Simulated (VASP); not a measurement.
# Ca5GeN2 in VASP: a series of runs

Ca5GeN2 is run at these levels: PBE; tasks: single point.

Program: VASP 6.6.1. These are calculated values, not measurements. Logs are shortened: lines on timing, memory, paths and dates and some standing lists are left out, and cuts for length are marked.

**1. The cell of the first run**

The typed cell holds 8 atoms: a = 4.883 Å, b = 4.906 Å, c = 7.748 Å, α = 108.50°, β = 89.93°, γ = 90.02°.

**2. Single point, PBE**

The input, INCAR:

```
SYSTEM = Ca5GeN2
PREC = Accurate
ENCUT = 520
EDIFF = 1E-6
ISMEAR = 0
SIGMA = 0.2
LREAL = .FALSE.
LASPH = .TRUE.
NELM = 80
ALGO = Normal
ISIF = 2
LWAVE = .FALSE.
LCHARG = .TRUE.
GGA = PE
LELF = .TRUE.
LVHAR = .TRUE.
NBANDS = 47
```

The input, KPOINTS:

```
Automatic mesh
0
G
  4 6 6
  0 0 0
```

The input, POSCAR:

```
Ca5GeN2
1.0
    0.0007513726     -0.0029545833      4.8832290736
   -4.9059633291      0.0019043603     -0.0007728941
    2.4553804398     -7.3483751150      0.0047884423
Ca Ge N
5 1 2
Direct
    0.0000715899      0.3295985998      0.6589927366
    0.0000073216      0.6704385376      0.3409239510
    0.4997093933      0.1390355017      0.2785314954
    0.4999396681      0.8606453542      0.7214112552
   -0.0001596659      1.0003910517      0.9999855911
    0.4997858602      0.4998447394      0.0000433176
   -0.0006308390      0.1644674255      0.3292633641
    0.0012766721      0.8355787902      0.6708482889
```

Potentials or basis: VASP PAW PBE potentials, release 64 (Ca_sv, Ge_d, N).

The run is started by

```console
> cat potpaw_PBE.64/Ca_sv/POTCAR potpaw_PBE.64/Ge_d/POTCAR potpaw_PBE.64/N/POTCAR > POTCAR
> mpirun -np 1 vasp_std > vasp.out
```

OUTCAR:

```text
SYSTEM = Ca5GeN2
   PREC = Accurate
   ENCUT = 520
   EDIFF = 1E-6
   ISMEAR = 0
   LREAL = .FALSE.
   LASPH = .TRUE.
   NELM = 80
   ISIF = 2
   GGA = PE

 ion  position               nearest neighbor table
   1  0.000  0.330  0.659-   7 2.42   8 2.45   8 2.45
   2  0.000  0.670  0.341-   8 2.42   7 2.45   7 2.46
   3  0.500  0.139  0.279-   7 2.47   7 2.47
   4  0.500  0.861  0.721-   8 2.46   8 2.48
   5  1.000  0.000  1.000-   8 2.42   7 2.42
   6  0.500  0.500  0.000-
   7  0.999  0.164  0.329-   5 2.42   1 2.42   2 2.45   2 2.46   3 2.47   3 2.47
   8  0.001  0.836  0.671-   5 2.42   2 2.42   1 2.45   1 2.45   4 2.46   4 2.48

  LATTYP: Found a triclinic cell.
 ALAT       =     7.7477437273
 B/A-ratio  =     0.6332119301
 C/A-ratio  =     0.6302776908
 COS(alpha) =     0.0003116445
 COS(beta)  =     0.0012406654
 COS(gamma) =     0.3172837800

  Lattice vectors:

 A1 = (   2.4553804398,  -7.3483751150,   0.0047884423)
 A2 = (   4.9059633291,  -0.0019043603,   0.0007728941)
 A3 = (   0.0007513726,  -0.0029545833,   4.8832290736)

Analysis of symmetry for initial positions (statically):
=====================================================================
 Subroutine PRICEL returns:
 Original cell was already a primitive cell.

 Routine SETGRP: Setting up the symmetry group for a
 triclinic supercell.

 Subroutine GETGRP returns: Found  1 space group operations
 (whereof  1 operations were pure point group operations)
 out of a pool of  2 trial point group operations.

The static configuration has the point symmetry C_1 .

Analysis of symmetry for dynamics (positions and initial velocities):
=====================================================================
 Subroutine PRICEL returns:
 Original cell was already a primitive cell.

 Routine SETGRP: Setting up the symmetry group for a
 triclinic supercell.

 Subroutine GETGRP returns: Found  1 space group operations
 (whereof  1 operations were pure point group operations)
 out of a pool of  2 trial point group operations.

The dynamic configuration has the point symmetry C_1 .

 Subroutine INISYM returns: Found  1 space group operations
 (whereof  1 operations are pure point group operations),
 and found     1 'primitive' translations

----------------------------------------------------------------------------------------

                                     Primitive cell
[... 107 lines left out ...]
   IBRION =     -1    ionic relax: 0-MD 1-quasi-New 2-CG
   NFREE  =      0    steps in history (QN), initial steepest desc. (CG)
   ISIF   =      2    stress and relaxation
   ISYM   =      2    0-nonsym 1-usesym 2-fastsym
   POTIM  = 0.5000    time-step for ionic-motion
   TEBEG  =    0.0;   TEEND  =   0.0 temperature during run
   PSTRESS=    0.0 pullay stress
   NELECT =      74.0000    total number of electrons
   NUPDOWN=      -1.0000    fix difference up-down
   EMIN   =  10.00;   EMAX   =-10.00  energy-range for DOS
   EFERMI =   0.00;   METHOD = LEGACY
   ISMEAR =     0;   SIGMA  =   0.20  broadening in eV -4-tet -1-fermi 0-gaus
   EFERMI_NEDOS =   21; number of points for ismear=-14 and -15
   IALGO  =     38    algorithm
   IMIX   =      4    mixing-type and parameters
     AMIX     =   0.40;   BMIX     =  1.00
     AMIX_MAG =   1.60;   BMIX_MAG =  1.00
  volume/ion in A,a.u.               =      22.00       148.48
  Fermi-wavevector in a.u.,A,eV,Ry     =   1.226394  2.317549 20.463735  1.504042
  Thomas-Fermi vector in A             =   2.361396
   LORBIT       =      0    0 simple, 1 ext, 2 COOP (PROOUT), +10 PAW based schemes
   GGA     = PE    functional components
   LHFCALC =     F    Hartree Fock is set to
   AEXX    =    0.0000 exact exchange contribution
   IVDW    =     0    specifies the selected vdW correction
   LEPSILON=     F    determine dielectric tensor
   LRPA    =     F    only Hartree local field effects (RPA)
 non-spin polarized calculation
 Gauss-broadening in eV      SIGMA  =   0.20
  energy-cutoff  :      520.00
  volume of cell :      176.02
 maximum number of plane-waves:      4778
   NGX = 19   NGY = 19   NGZ = 29

 number of electron      74.0000018 magnetization

 Free energy of the ion-electron system (eV)
  ---------------------------------------------------
  ext. energy  EPLUGINS =         0.00000000
  ---------------------------------------------------
  free energy    TOTEN  =       -36.62026007 eV

  energy without entropy =      -36.59024623  energy(sigma->0) =      -36.60525315

 E-fermi :   3.3918     XC(G=0):  -9.3599

 val. band max:        3.3829526043   @ k =   0.2500  -0.0000   0.0000
 cond. band min:       3.3937237601   @ k =   0.0000   0.1667   0.5000
 fundamental gap:      0.0107711558
 Fermi energy:         3.3918240115

 k-point     1 :       0.0000    0.0000    0.0000
  band No.  band energies     occupation
      1     -37.2592      2.00000
      2     -37.2492      2.00000
      3     -36.8970      2.00000
      4     -36.4851      2.00000
      5     -36.4547      2.00000
      6     -19.8907      2.00000
[... 1189 lines left out ...]
     46       7.0994      0.00000
     47       7.3853      0.00000

 [... further k-points ...]

------------------------ aborting loop because EDIFF is reached ----------------------------------------

  FORCE on cell =-STRESS in cart. coord.  units (eV):
  Direction    XX          YY          ZZ          XY          YZ          ZX
  --------------------------------------------------------------------------------------
  -------------------------------------------------------------------------------------
  Total        0.2047486      0.2593765      0.1777358      0.0391755      0.0140608     -0.0132043
  in kB        1.8636538      2.3608860      1.6177790      0.3565813      0.1279835     -0.1201880
  external PRESSURE =       1.9474396 kB  Pullay stress =       0.0000000 kB

 VOLUME and BASIS-vectors are now :
 -----------------------------------------------------------------------------
  energy-cutoff  :      520.00
  volume of cell :      176.02
      direct lattice vectors                 reciprocal lattice vectors
     0.000751373 -0.002954583  4.883229074    -0.000032214  0.000122679  0.204782608
    -4.905963329  0.001904360 -0.000772894    -0.203860006 -0.068117633 -0.000009847
     2.455380440 -7.348375115  0.004788442    -0.000052818 -0.136102209 -0.000082340

 POSITION                                       TOTAL-FORCE (eV/Angst)
 -----------------------------------------------------------------------------------
      0.00108     -4.84190      0.00325         0.001993     -0.022338      0.000154
     -2.45205     -2.50396      0.00115        -0.000036      0.017908      0.000452
      0.00217     -2.04797      2.44142        -0.000265      0.002486     -0.000847
     -2.45058     -5.30104      2.44411        -0.001609     -0.004359      0.008977
      2.45418     -7.35122      4.88724         0.002744     -0.000318      0.000494
     -2.45174     -0.00084      2.44018        -0.001702      0.000480      0.002086
      0.00235     -2.42219      4.88160        -0.003996     -0.016330     -0.001282
     -2.45213     -4.92806      0.00880         0.002870      0.022470     -0.010036
 -----------------------------------------------------------------------------------
    total drift:                               -0.000163      0.000017     -0.000103

  FREE ENERGIE OF THE ION-ELECTRON SYSTEM (eV)
  ---------------------------------------------------
  free  energy   TOTEN  =       -36.6202600689 eV

  energy  without entropy=      -36.5902462320  energy(sigma->0) =      -36.60525315
```

OSZICAR:

```text
N       E                     dE             d eps       ncg     rms          rms(c)
DAV:   1     0.879959491896E+03    0.87996E+03   -0.35834E+04  8492   0.216E+03
DAV:   2     0.822853567658E+02   -0.79767E+03   -0.77449E+03  7333   0.707E+02
DAV:   3    -0.352023114598E+02   -0.11749E+03   -0.11559E+03  9375   0.175E+02
DAV:   4    -0.447312024816E+02   -0.95289E+01   -0.94795E+01  9544   0.570E+01
DAV:   5    -0.455995466034E+02   -0.86834E+00   -0.86650E+00 13016   0.126E+01    0.162E+01
DAV:   6    -0.373227283788E+02    0.82768E+01   -0.59203E+01  9233   0.197E+01    0.850E+00
DAV:   7    -0.368521688007E+02    0.47056E+00   -0.67443E+00  9000   0.834E+00    0.371E+00
DAV:   8    -0.366198167973E+02    0.23235E+00   -0.10651E+00  9112   0.460E+00    0.801E-01
DAV:   9    -0.366191348043E+02    0.68199E-03   -0.15463E-01 10705   0.151E+00    0.445E-01
DAV:  10    -0.366205672241E+02   -0.14324E-02   -0.31363E-02 10928   0.674E-01    0.211E-01
DAV:  11    -0.366202608279E+02    0.30640E-03   -0.80561E-03 10600   0.343E-01    0.639E-02
DAV:  12    -0.366202799853E+02   -0.19157E-04   -0.10729E-03  9561   0.174E-01    0.568E-02
DAV:  13    -0.366202607635E+02    0.19222E-04   -0.21619E-04 11272   0.633E-02    0.151E-02
DAV:  14    -0.366202601380E+02    0.62554E-06   -0.24216E-05  9976   0.240E-02    0.512E-03
DAV:  15    -0.366202608089E+02   -0.67089E-06   -0.11914E-05  7352   0.109E-02    0.476E-03
DAV:  16    -0.366202600689E+02    0.73995E-06   -0.31432E-06  6848   0.589E-03
   1 F= -.36620260E+02 E0= -.36605253E+02  d E =-.300138E-01
```

stdout:

```text
POSCAR found type information on POSCAR CaGeN
 POSCAR found :  3 types and       8 ions
 scaLAPACK will be used
 LDA part: xc-table for (Slater+PW92), standard interpolation
 POSCAR, INCAR and KPOINTS ok, starting setup
 FFT: planning ... GRIDC
 FFT: planning ... GRID_SOFT
 FFT: planning ... GRID
 WAVECAR not read
 entering main loop
```

Wall time 8.5 min (1 thread of Intel Xeon Platinum 8488C (Sapphire Rapids), shared host); peak memory 0.62 GiB.

Results:

| Item | Value |
| --- | --- |
| Free energy | -36.6203 eV |
| Pressure | 0.2 GPa |
| Largest force | 0.025 eV/Å |
| Band gap on the k mesh | zero (bands 37 and 38 overlap by 0.35 eV) |

Forces in eV/Å, atoms in the order of the input:
```
Ca   0.002 -0.022  0.000
Ca   0.000  0.018  0.000
Ca   0.000  0.002 -0.001
Ca  -0.002 -0.004  0.009
Ca   0.003  0.000  0.000
Ge  -0.002  0.000  0.002
N   -0.004 -0.016 -0.001
N    0.003  0.022 -0.010
```

Levels at points of the mesh, in eV from the Fermi level:
```csv
k point,band 35,band 36,band 37,band 38,band 39,band 40
"(0.00, 0.00, 0.00)",-0.66,-0.62,-0.04,0.04,0.90,1.76
"(0.50, 0.00, 0.00)",-0.97,-0.93,-0.67,0.20,1.79,1.93
"(0.00, 0.50, 0.00)",-1.21,-0.78,-0.39,0.33,0.94,2.28
"(0.50, 0.50, 0.00)",-1.21,-0.83,-0.80,0.69,1.02,1.96
"(0.00, 0.00, 0.50)",-0.88,-0.39,0.26,0.32,1.47,1.47
"(0.50, 0.00, 0.50)",-1.01,-0.81,-0.68,0.61,1.26,1.78
"(0.00, 0.50, 0.50)",-1.21,-0.78,-0.39,0.33,0.94,2.28
"(0.50, 0.50, 0.50)",-1.21,-0.83,-0.80,0.69,1.02,1.96
```

**3. Single point, PBE (20.00 Å³/atom)**

This run uses another cell than the first one, of 20.00 Å³/atom.

The input, INCAR:

```
SYSTEM = Ca5GeN2
PREC = Accurate
ENCUT = 520
EDIFF = 1E-6
ISMEAR = 0
SIGMA = 0.1
LREAL = .False.
LASPH = .True.
NELM = 80
ALGO = Normal
ISIF = 2
LWAVE = .False.
LCHARG = .True.
GGA = PE
LELF = .True.
LVHAR = .True.
NBANDS = 47
```

The input, KPOINTS:

```
Automatic mesh
0
Gamma
  8 8 6
  0 0 0
```

The input, POSCAR:

```
Ca5GeN2
1.0
    2.3960885356     -7.0705227223      0.0000000000
    2.3960885356      7.0705227223      0.0000000000
    0.0000000000      0.0000000000      4.7217463845
Ca Ge N
5 1 2
Direct
    0.3336843390      0.6663156610      0.0000000000
    0.6663156610      0.3336843390      0.0000000000
    0.1416696977      0.8583303023      0.5000000000
    0.8583303023      0.1416696977      0.5000000000
    0.0000000000      0.0000000000      0.0000000000
    0.5000000000      0.5000000000      0.5000000000
    0.1668012724      0.8331987276      0.0000000000
    0.8331987276      0.1668012724      0.0000000000
```

Potentials or basis: VASP PAW PBE potentials, release 64 (Ca_sv, Ge_d, N).

The run is started by

```console
> cat potpaw_PBE.64/Ca_sv/POTCAR potpaw_PBE.64/Ge_d/POTCAR potpaw_PBE.64/N/POTCAR > POTCAR
> mpirun -np 1 vasp_std > vasp.out
```

Run time: 10 min. Hardware: 1 thread of Intel Xeon Platinum 8488C (Sapphire Rapids), shared host; peak memory 0.69 GiB.

It converged, with:

| Quantity | Value |
| --- | --- |
| Free energy | -36.3113 eV |
| Pressure | 6.2 GPa |
| Largest force | 0.021 eV/Å |
| Band gap on the k mesh | zero (bands 37 and 38 overlap by 0.40 eV) |

Forces in eV/Å, atoms in the order of the input:
```
Ca   0.000 -0.021  0.000
Ca   0.000  0.021  0.000
Ca   0.000  0.000  0.000
Ca   0.000  0.000  0.000
Ca   0.000  0.000  0.000
Ge   0.000  0.000  0.000
N    0.000 -0.009  0.000
N    0.000  0.009  0.000
```

Stress tensor (GPa, compression positive):
```
6.28 0.00 0.00
0.00 6.19 0.00
0.00 0.00 6.15
```

Levels at points of the mesh, in eV from the Fermi level:
```
           k point  band 35  band 36  band 37  band 38  band 39  band 40
(0.00, 0.00, 0.00)    -0.59    -0.52    -0.07     0.10     0.94     1.70
(0.50, 0.00, 0.00)    -1.19    -0.87    -0.47     0.42     1.08     2.31
(0.50, 0.50, 0.00)    -0.76    -0.49     0.25     0.27     1.49     1.50
(0.00, 0.00, 0.50)    -1.02    -0.86    -0.78     0.26     1.89     2.09
(0.50, 0.00, 0.50)    -1.24    -0.90    -0.81     0.77     1.10     2.13
(0.50, 0.50, 0.50)    -1.07    -0.86    -0.79     0.72     1.27     1.88
```

Caveat: the cell stands under pressure.
